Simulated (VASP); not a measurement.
Here is a VASP 6.6.1 calculation.

File INCAR:

```
ALGO     = Normal         # electronic algorithm
EDIFF    = 1E-6           # SCF threshold, eV
ENCUT    = 1340           # plane-wave cutoff, eV
GGA      = CA             # functional
GGA_COMPAT= F            
ISIF     = 2              # what is computed and relaxed
ISMEAR   = 0              # smearing method
LASPH    = T              # aspherical terms in the spheres
LCHARG   = F              # write CHGCAR
LREAL    = F              # projectors in reciprocal space
LWAVE    = F              # write WAVECAR
NBANDS   = 25             # bands
NELM     = 120            # most SCF steps
PREC     = Accurate       # precision mode
SIGMA    = 0.05           # smearing width, eV
```

Contents of KPOINTS:

```
k-points
0
Gamma
  6 6 10
```

Contents of POSCAR:

```
SiO2
1.0
    4.3188001594      0.0000000000      0.0000000000
    0.0000000000      4.3188001594      0.0000000000
    0.0000000000      0.0000000000      2.3058074051
Si O
2 4
Direct
    0.5000000000      0.5000000000      0.5000000000
    0.0000000000      0.0000000000      0.0000000000
    0.6944252994      0.6944252994      0.0000000000
    0.1944252994      0.8055747006      0.5000000000
    0.3055747006      0.3055747006      0.0000000000
    0.8055747006      0.1944252994      0.5000000000
```

Potentials or basis: VASP PAW LDA potentials, release 64 (Si, O_h).

Command:

```bash
$ cat potpaw_LDA.64/Si/POTCAR potpaw_LDA.64/O_h/POTCAR > POTCAR
$ mpirun -np 1 vasp_std > vasp.out
```

(1) Estimate the band gap on the k mesh.

(2) Estimate the pressure.

(3) What does it give for the largest force?

## Answers

(1) 6.74 eV.

(2) 44.6 GPa.

(3) 0.181 eV/Å.

Caveat: the stress differs along the axes, from 0 to 133 GPa.
